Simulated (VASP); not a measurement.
BaTe:

```
Ba Te
1.0
     0.06075    3.54580    3.54580
     3.54580    0.06075    3.54580
     3.54580    3.54580    0.06075
Ba Te
1 1
Cartesian
  0.0000 0.0000 0.0000
  3.5762 3.5762 3.5762
```

This cell differs from its parent crystal: epitaxial 111 strain -1.3%.

Base run:

| Quantity | Value |
| --- | --- |
| Program | VASP 6.6.1 |
| Functional | r2SCAN |
| Potentials or basis | VASP PAW PBE potentials, release 64 (Ba_sv, Te) |
| Cutoff | 520 eV |
| k mesh | 6 × 6 × 6 |
| Occupations | gaussian, width 0.01 eV |
| Spin | no spin polarisation |

Its results: band gap on the k mesh 1.87 eV, indirect (least direct gap 2.25 eV); pressure 0.8 GPa.

Problem. The run is repeated on the same cell with these changes: functional from r2SCAN to PBE; occupations from gaussian, width 0.01 eV to fermi-dirac, width 0.02 eV. What comes out?

Solution. Band gap on the k mesh 1.52 eV, indirect (least direct gap 1.89 eV); pressure 0.7 GPa.

Caveats: spin-orbit coupling is left out, which moves the levels of the heavy elements; the PAW data sets were made with another functional, which shifts forces and pressure a little (some runs).

A k mesh can miss the band edges.
